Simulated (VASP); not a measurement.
Write the native input for VASP 6.6.1 that does the following.

* Task: single point
* Functional: PBEsol
* Potentials or basis: VASP PAW PBE potentials, release 64 (Ta_pv)
* Cutoff: 500 eV
* k mesh: 8 × 8 × 8
* Occupations: gaussian, width 0.1 eV
* Spin: no spin polarisation
* Dipole correction: no
* Further INCAR settings: ALGO = Normal; EDIFF = 1e-06; NBANDS = 12

The structure of Ta lies in POSCAR:

```
Ta
1.0
   -1.6755909848      1.6755909848      1.6755909848
    1.6755909848     -1.6755909848      1.6755909848
    1.6755909848      1.6755909848     -1.6755909848
Ta
1
Direct
    0.0000000000      0.0000000000      0.0000000000
```

One way to write it, as run:

INCAR

```
PREC = Accurate ; ENCUT = 500
EDIFF = 1E-6 ; ISMEAR = 0
SIGMA = 0.1 ; LREAL = F
LASPH = T ; NELM = 120
ALGO = Normal ; ISIF = 2
LWAVE = F ; LCHARG = F
GGA = PS ; NBANDS = 12
GGA_COMPAT = F
```

KPOINTS

```
regular mesh
0
Gamma
  8 8 8
```

Potentials or basis: VASP PAW PBE potentials, release 64 (Ta_pv).

Launch:

```bash
$ cat potpaw_PBE.64/Ta_pv/POTCAR > POTCAR
$ mpirun -np 1 vasp_std > vasp.out
```

It gave:

The pressure is -13.5 GPa.

Caveat: the PAW data sets were made with another functional, which shifts forces and pressure a little.

Wall time 12 s on 1 thread of Intel Xeon 8259CL, on a shared host, peak memory 0.14 GiB.
